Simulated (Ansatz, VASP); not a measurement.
One calculation of B2W, two programs

```
B W
1.0
     2.99973    0.00000    0.00000
    -1.49987    2.59784    0.00000
     0.00000    0.00000    3.02953
B W
2 1
Cartesian
  0.0000 1.7319 1.5148
  1.4999 0.8659 1.5148
  0.0000 0.0000 0.0000
```

Change from the starting cell: volume scaled by 0.98.

Alike in both runs: task single point; functional LDA; k mesh 14 × 14 × 12; occupations fermi-dirac, width 0.05 eV; no spin polarisation.

|  | VASP | Ansatz |
| --- | --- | --- |
| version | VASP 6.6.1 | Ansatz 0.2.0 |
| potentials or method | VASP PAW LDA potentials, release 64 (B, W_sv), cutoff 520 eV | all-electron LAPW, scalar-relativistic |

|  | VASP | Ansatz | Ansatz less VASP |
| --- | --- | --- | --- |
| pressure (GPa) | 33.9 | 31.5 | -2.40 |
| traceless stress, the component that is largest in VASP (GPa) | 11.49 | 11.22 | -0.272 |

LDA's correlation is that of Perdew and Zunger in VASP and of Perdew and Wang (1992) in Ansatz. Both programs put the cell under a high pressure, so it lies far from rest at this level. Ansatz ran all-electron here, and VASP with PAW potentials.

Spin-orbit coupling is off throughout.
